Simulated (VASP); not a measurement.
Set up this calculation in VASP 6.6.1, as the native input.

* Task: single point
* Functional: PBE
* Potentials or basis: VASP PAW PBE potentials, release 64 (Sc_sv, Si)
* Cutoff: 520 eV
* k mesh: 14 × 14 × 11
* Occupations: fermi-dirac, width 0.05 eV
* Spin: no spin polarisation
* Dipole correction: no
* Further INCAR settings: ALGO = Normal; EDIFF = 1e-06; NBANDS = 16

The structure of ScSi2 lies in POSCAR:

```
ScSi2
1.0
    4.0305259520      0.0000000000      0.0000000000
   -2.0152629760      3.4905378651      0.0000000000
    0.0000000000      0.0000000000      3.6230369365
Sc Si
1 2
Direct
    0.0000000000      0.0000000000      0.0000000000
    0.3333333333      0.6666666667      0.5000000000
    0.6666666667      0.3333333333      0.5000000000
```

The input as run:

INCAR

```
PREC     = Accurate       # precision mode
ENCUT    = 520            # plane-wave cutoff, eV
EDIFF    = 1E-6           # SCF threshold, eV
ISMEAR   = -1             # smearing method
SIGMA    = 0.05           # smearing width, eV
LREAL    = F              # projectors in reciprocal space
LASPH    = T              # aspherical terms in the spheres
NELM     = 100            # most SCF steps
ALGO     = Normal         # electronic algorithm
ISIF     = 2              # what is computed and relaxed
LWAVE    = F              # write WAVECAR
LCHARG   = F              # write CHGCAR
GGA      = PE             # functional
NBANDS   = 16             # bands
```

KPOINTS

```
regular mesh
0
Gamma
  14 14 11
```

Potentials or basis: VASP PAW PBE potentials, release 64 (Sc_sv, Si).

Run with:

```bash
$ cat potpaw_PBE.64/Sc_sv/POTCAR potpaw_PBE.64/Si/POTCAR > POTCAR
$ mpirun -np 1 vasp_std > vasp.out
```

It gave:

```json
{"Pressure": "0.0 GPa"}
```

It took 81 s on 1 thread of Intel(R) Xeon(R) Platinum 8375C CPU @ 2.90GHz (Ice Lake), on a shared host, peak memory 0.25 GiB.
